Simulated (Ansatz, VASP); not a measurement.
# One calculation of Y2Mo2C, two programs

```
Y Mo C
1.0
    -2.23383    2.23383    6.08243
     2.23383   -2.23383    6.08243
     2.23383    2.23383   -6.08243
Y Mo C
2 2 1
Direct
  0.25000 0.75000 0.50000
  0.75000 0.25000 0.50000
  0.58423 0.58423 0.00000
  0.41577 0.41577 0.00000
  0.00000 0.00000 0.00000
```

Alike in both runs: functional PBE; k mesh 6 × 6 × 6; occupations gaussian, width 0.1 eV; no spin polarisation.

Ansatz relaxed the structure, and its values are those at the end. VASP's run is a single point on that final structure, the one shown.

|  | VASP | Ansatz |
| --- | --- | --- |
| version | VASP 6.6.1 | Ansatz 0.2.0 |
| potentials or method | VASP PAW PBE potentials, release 64 (Y_sv, Mo_sv, C), cutoff 520 eV | scalar-relativistic, plane waves, PAW |
| valence electrons in the cell | 54 | 54 |

|  | VASP | Ansatz | Ansatz less VASP |
| --- | --- | --- | --- |
| gap on the k mesh at the Fermi level (eV) | none | none | - |
| pressure (GPa) | 0.3 | -0.1 | -0.37 |
| rms of the force components (eV/Å) | 0.204 | 0.010 | -0.1935 |

A gap of «none» marks a metal or a gap that the smearing closes. One of these differences is far larger than is usual between the two programs; its cause wasn't traced. With one functional, cell and mesh, what is left measures potentials, basis and numerics.
